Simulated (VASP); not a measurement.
# SiNi (Pnma) in VASP: notebook

The runs below take SiNi through single point, relaxation of cell and atoms, with RPBE, PBE, r2SCAN, PBEsol.

Program: VASP 6.6.1. These are calculated values, not measurements. Logs are shortened: lines on timing, memory, paths and dates and some standing lists are left out, and cuts for length are marked.

**1. The cell of the first run**

It takes space group Pnma (No. 62, orthorhombic). Conventional cell: a = 5.173 Å, b = 3.338 Å, c = 5.605 Å, α = 90.00°, β = 90.00°, γ = 90.00°. Within 3.0 Å of Ni (site symmetry m) lie 6 Si at 2.28 to 2.40 Å and 4 Ni at 2.68 to 2.69 Å. Si (site symmetry m) has 6 Ni at 2.28 to 2.40 Å and 2 Si at 2.66 Å within 3.0 Å.

**2. Single point, RPBE, collinear spin, ferromagnetic start**

INCAR reads:

```
PREC     = Accurate       # precision mode
ENCUT    = 520            # plane-wave cutoff, eV
EDIFF    = 1E-6           # SCF threshold, eV
ISMEAR   = -1             # smearing method
SIGMA    = 0.05           # smearing width, eV
LREAL    = F              # projectors in reciprocal space
LASPH    = T              # aspherical terms in the spheres
NELM     = 150            # most SCF steps
ALGO     = Normal         # electronic algorithm
ISIF     = 2              # what is computed and relaxed
LWAVE    = F              # write WAVECAR
LCHARG   = F              # write CHGCAR
ISPIN    = 2              # spin polarisation
MAGMOM   = 1 1 1 1 0 0 0 0 # initial moments
LORBIT   = 11             # projections on sites
LMAXMIX  = 4              # l up to which the mixer works
GGA      = RP             # functional
NBANDS   = 42             # bands
```

KPOINTS reads:

```
Automatic mesh
0
Gamma
  5 8 5
```

POSCAR reads:

```
SiNi
1.0
    5.1731000000      0.0000000000      0.0000000000
    0.0000000000      3.3381000000      0.0000000000
    0.0000000000      0.0000000000      5.6049000000
Ni Si
4 4
Direct
    0.9922100000      0.7500000000      0.8124800000
    0.5077900000      0.2500000000      0.3124800000
    0.4922100000      0.7500000000      0.6875200000
    0.0077900000      0.2500000000      0.1875200000
    0.6787200000      0.2500000000      0.9175000000
    0.8212800000      0.7500000000      0.4175000000
    0.1787200000      0.2500000000      0.5825000000
    0.3212800000      0.7500000000      0.0825000000
```

Potentials or basis: VASP PAW PBE potentials, release 64 (Ni, Si).

Command:

```bash
cat potpaw_PBE.64/Ni/POTCAR potpaw_PBE.64/Si/POTCAR > POTCAR
mpirun -np 1 vasp_std > vasp.out
```

OUTCAR:

```text
PREC = Accurate
   ENCUT = 520
   EDIFF = 1E-6
   ISMEAR = -1
   LREAL = F
   LASPH = T
   NELM = 150
   ISIF = 2
   ISPIN = 2
   LORBIT = 11
   GGA = RP

 ion  position               nearest neighbor table
   1  0.992  0.750  0.812-   8 2.28   7 2.32   7 2.32   6 2.38   5 2.40   5 2.40   3 2.68   3 2.68
                             4 2.69   4 2.69
   2  0.508  0.250  0.312-   7 2.28   8 2.32   8 2.32   5 2.38   6 2.40   6 2.40   4 2.68   4 2.68
                             3 2.69   3 2.69
   3  0.492  0.750  0.688-   6 2.28   5 2.32   5 2.32   8 2.38   7 2.40   7 2.40   1 2.68   1 2.68
                             2 2.69   2 2.69
   4  0.008  0.250  0.188-   5 2.28   6 2.32   6 2.32   7 2.38   8 2.40   8 2.40   2 2.68   2 2.68
                             1 2.69   1 2.69
   5  0.679  0.250  0.917-   4 2.28   3 2.32   3 2.32   2 2.38   1 2.40   1 2.40   8 2.66   8 2.66

   6  0.821  0.750  0.417-   3 2.28   4 2.32   4 2.32   1 2.38   2 2.40   2 2.40   7 2.66   7 2.66

   7  0.179  0.250  0.583-   2 2.28   1 2.32   1 2.32   4 2.38   3 2.40   3 2.40   6 2.66   6 2.66

   8  0.321  0.750  0.083-   1 2.28   2 2.32   2 2.32   3 2.38   4 2.40   4 2.40   5 2.66   5 2.66

  LATTYP: Found a simple orthorhombic cell.
 ALAT       =     3.3381000000
 B/A-ratio  =     1.5497139091
 C/A-ratio  =     1.6790689314

  Lattice vectors:

 A1 = (   0.0000000000,  -3.3381000000,   0.0000000000)
 A2 = (   5.1731000000,   0.0000000000,   0.0000000000)
 A3 = (   0.0000000000,   0.0000000000,   5.6049000000)

Analysis of symmetry for initial positions (statically):
=====================================================================
 Subroutine PRICEL returns:
 Original cell was already a primitive cell.

 Routine SETGRP: Setting up the symmetry group for a
 simple orthorhombic supercell.

 Subroutine GETGRP returns: Found  8 space group operations
 (whereof  2 operations were pure point group operations)
 out of a pool of  8 trial point group operations.

The static configuration has the point symmetry S_2 .
 The point group associated with its full space group is D_2h.

Analysis of symmetry for dynamics (positions and initial velocities):
=====================================================================
 Subroutine PRICEL returns:
 Original cell was already a primitive cell.

 Routine SETGRP: Setting up the symmetry group for a
 simple orthorhombic supercell.

 Subroutine GETGRP returns: Found  8 space group operations
 (whereof  2 operations were pure point group operations)
 out of a pool of  8 trial point group operations.

The dynamic configuration has the point symmetry S_2 .
 The point group associated with its full space group is D_2h.

Analysis of structural, dynamic, and magnetic symmetry:
=====================================================================
 Subroutine PRICEL returns:
 Original cell was already a primitive cell.

 Routine SETGRP: Setting up the symmetry group for a
 simple orthorhombic supercell.

 Subroutine GETGRP returns: Found  8 space group operations
 (whereof  2 operations were pure point group operations)
 out of a pool of  8 trial point group operations.

The overall configuration has the point symmetry S_2 .
 The point group associated with its full space group is D_2h.

 Subroutine INISYM returns: Found  8 space group operations
 (whereof  2 operations are pure point group operations),
 and found     1 'primitive' translations

----------------------------------------------------------------------------------------

                                     Primitive cell

  volume of cell :      96.7872

  direct lattice vectors                    reciprocal lattice vectors
     5.173100000  0.000000000  0.000000000     0.193307688  0.000000000  0.000000000
     0.000000000  3.338100000  0.000000000     0.000000000  0.299571613  0.000000000
     0.000000000  0.000000000  5.604900000     0.000000000  0.000000000  0.178415315

  length of vectors
     5.173100000  3.338100000  5.604900000     0.193307688  0.299571613  0.178415315

  position of ions in fractional coordinates (direct lattice)
     0.992210000  0.750000000  0.812480000
     0.507790000  0.250000000  0.312480000
[... 76 lines left out ...]
   ions per type =               4   4
   NGX,Y,Z   is equivalent  to a cutoff of  12.85, 13.94, 12.46 a.u.
   NGXF,Y,Z  is equivalent  to a cutoff of  25.71, 27.89, 24.92 a.u.
 SYSTEM =  unknown system
   PREC   = accura    normal or accurate (medium, high low for compatibility)
   ISTART =      0    job   : 0-new  1-cont  2-samecut
   ICHARG =      2    charge: 1-file 2-atom 10-const
   ISPIN  =      2    spin polarized calculation?
   LNONCOLLINEAR =      F non collinear calculations
   LSORBIT =      F    spin-orbit coupling
   LASPH  =      T    aspherical Exc in radial PAW
   ENCUT  =  520.0 eV  38.22 Ry    6.18 a.u.   9.62  6.21 10.42*2*pi/ulx,y,z
   NELM   =    150;   NELMIN=  2; NELMDL= -5     # of ELM steps
   EDIFF  = 0.1E-05   stopping-criterion for ELM
   LREAL  =      F    real-space projection
   EDIFFG = 0.1E-04   stopping-criterion for IOM
   NSW    =      0    number of steps for IOM
   IBRION =     -1    ionic relax: 0-MD 1-quasi-New 2-CG
   NFREE  =      0    steps in history (QN), initial steepest desc. (CG)
   ISIF   =      2    stress and relaxation
   ISYM   =      2    0-nonsym 1-usesym 2-fastsym
   POTIM  = 0.5000    time-step for ionic-motion
   TEBEG  =    0.0;   TEEND  =   0.0 temperature during run
   PSTRESS=    0.0 pullay stress
   NELECT =      56.0000    total number of electrons
   NUPDOWN=      -1.0000    fix difference up-down
   EMIN   =  10.00;   EMAX   =-10.00  energy-range for DOS
   EFERMI =   0.00;   METHOD = LEGACY
   ISMEAR =    -1;   SIGMA  =   0.05  broadening in eV -4-tet -1-fermi 0-gaus
   EFERMI_NEDOS =   21; number of points for ismear=-14 and -15
   IALGO  =     38    algorithm
   IMIX   =      4    mixing-type and parameters
     AMIX     =   0.40;   BMIX     =  1.00
     AMIX_MAG =   1.60;   BMIX_MAG =  1.00
  volume/ion in A,a.u.               =      12.10        81.64
  Fermi-wavevector in a.u.,A,eV,Ry     =   1.364158  2.577886 25.319466  1.860928
  Thomas-Fermi vector in A             =   2.490499
   LORBIT       =     11    0 simple, 1 ext, 2 COOP (PROOUT), +10 PAW based schemes
   GGA     = RP    functional components
   LHFCALC =     F    Hartree Fock is set to
   AEXX    =    0.0000 exact exchange contribution
   IVDW    =     0    specifies the selected vdW correction
   LEPSILON=     F    determine dielectric tensor
   LRPA    =     F    only Hartree local field effects (RPA)
 spin polarized calculation
  energy-cutoff  :      520.00
  volume of cell :       96.79
 maximum number of plane-waves:      2628
 NGX is ok and might be reduce to    40
   NGX = 19   NGY = 13   NGZ = 21

 number of electron      55.9999991 magnetization       0.0004952

 number of electron      55.9999991 magnetization      -0.0001107

 Free energy of the ion-electron system (eV)
  ---------------------------------------------------
  ext. energy  EPLUGINS =         0.00000000
  ---------------------------------------------------
  free energy    TOTEN  =       -44.13897350 eV

  energy without entropy =      -44.12066516  energy(sigma->0) =      -44.12981933

 E-fermi :  10.5756     XC(G=0): -12.1596

 val. band max:       10.5609440859   @ k =   0.0000   0.3750   0.2000
 cond. band min:      10.5811324895   @ k =   0.0000   0.5000   0.4000
 fundamental gap:      0.0201884036
 Fermi energy:        10.5756006828

 spin component 1

 k-point     1 :       0.0000    0.0000    0.0000
  band No.  band energies     occupation
      1      -2.4603      1.00000
      2       0.8447      1.00000
      3       2.2117      1.00000
      4       2.7009      1.00000
      5       4.0371      1.00000
      6       4.4976      1.00000
[... 1021 lines left out ...]
     39      17.7785      0.00000
     40      18.1388      0.00000

 [... further k-points ...]

 spin component 2

 k-point     1 :       0.0000    0.0000    0.0000
  band No.  band energies     occupation
      1      -2.4604      1.00000
      2       0.8446      1.00000
      3       2.2117      1.00000
      4       2.7008      1.00000
      5       4.0370      1.00000
      6       4.4976      1.00000
[... 1021 lines left out ...]
     39      17.7784      0.00000
     40      18.1387      0.00000

 [... further k-points ...]

 [bands above 40 left out]

------------------------ aborting loop because EDIFF is reached ----------------------------------------

  FORCE on cell =-STRESS in cart. coord.  units (eV):
  Direction    XX          YY          ZZ          XY          YZ          ZX
  --------------------------------------------------------------------------------------
  -------------------------------------------------------------------------------------
  Total        2.1892428      3.8696141      3.2723141     -0.0000000      0.0000000      0.0000000
  in kB       36.2398526     64.0560498     54.1685830     -0.0000000      0.0000000      0.0000000
  external PRESSURE =      51.4881618 kB  Pullay stress =       0.0000000 kB

 VOLUME and BASIS-vectors are now :
 -----------------------------------------------------------------------------
  energy-cutoff  :      520.00
  volume of cell :       96.79
      direct lattice vectors                 reciprocal lattice vectors
     5.173100000  0.000000000  0.000000000     0.193307688  0.000000000  0.000000000
     0.000000000  3.338100000  0.000000000     0.000000000  0.299571613  0.000000000
     0.000000000  0.000000000  5.604900000     0.000000000  0.000000000  0.178415315

 POSITION                                       TOTAL-FORCE (eV/Angst)
 -----------------------------------------------------------------------------------
      5.13280      2.50357      4.55387        -0.060727     -0.000000     -0.024648
      2.62685      0.83452      1.75142         0.060727     -0.000000     -0.024648
      2.54625      2.50357      3.85348        -0.060727      0.000000      0.024648
      0.04030      0.83452      1.05103         0.060727      0.000000      0.024648
      3.51109      0.83452      5.14250        -0.071240      0.000000     -0.036426
      4.24856      2.50357      2.34005         0.071240      0.000000     -0.036426
      0.92454      0.83452      3.26485        -0.071240      0.000000      0.036426
      1.66201      2.50357      0.46240         0.071240      0.000000      0.036426
 -----------------------------------------------------------------------------------
    total drift:                               -0.000000      0.000000     -0.000000

  FREE ENERGIE OF THE ION-ELECTRON SYSTEM (eV)
  ---------------------------------------------------
  free  energy   TOTEN  =       -44.1389734984 eV

  energy  without entropy=      -44.1206651562  energy(sigma->0) =      -44.12981933

 total charge

# of ion       s       p       d       tot
------------------------------------------
    1        0.496   0.640   8.438   9.574
    2        0.496   0.640   8.438   9.574
    3        0.496   0.640   8.438   9.574
    4        0.496   0.640   8.438   9.574
    5        0.762   0.855   0.000   1.617
    6        0.762   0.855   0.000   1.617
    7        0.762   0.855   0.000   1.617
    8        0.762   0.855   0.000   1.617
--------------------------------------------------
tot          5.030   5.981  33.754  44.765

 magnetization (x)

# of ion       s       p       d       tot
------------------------------------------
    1        0.000  -0.000   0.000   0.000
    2        0.000  -0.000   0.000   0.000
    3        0.000  -0.000   0.000   0.000
    4        0.000  -0.000   0.000   0.000
    5        0.000  -0.000   0.000  -0.000
    6        0.000  -0.000   0.000  -0.000
    7        0.000  -0.000   0.000  -0.000
    8        0.000  -0.000   0.000  -0.000
--------------------------------------------------
tot          0.000  -0.000   0.000   0.000
```

Wall time 8.6 min (1 thread of Intel Xeon Platinum 8488C (Sapphire Rapids), shared host); peak memory 0.41 GiB.

Results:

| Property | Result |
| --- | --- |
| Free energy | -44.1390 eV |
| Pressure | 5.1 GPa |
| Largest force | 0.080 eV/Å |
| Band gap on the k mesh | zero (filled and empty bands overlap) |
| Net moment | 0.00 μB per cell |
| Valence electrons inside the program's atomic spheres | Ni 9.57; Si 1.62 |

Forces on the atoms (eV/Å):
```
Ni  -0.061  0.000 -0.025
Ni   0.061  0.000 -0.025
Ni  -0.061  0.000  0.025
Ni   0.061  0.000  0.025
Si  -0.071  0.000 -0.036
Si   0.071  0.000 -0.036
Si  -0.071  0.000  0.036
Si   0.071  0.000  0.036
```

Caveat: the cell stands under pressure; the moments typed at the start vanished in this run; the PAW data sets were made with another functional, which shifts forces and pressure a little.

(Part 1 of 2 ends here.)

The gap in the log of VASP goes by the Fermi energy; the results here count the filled bands.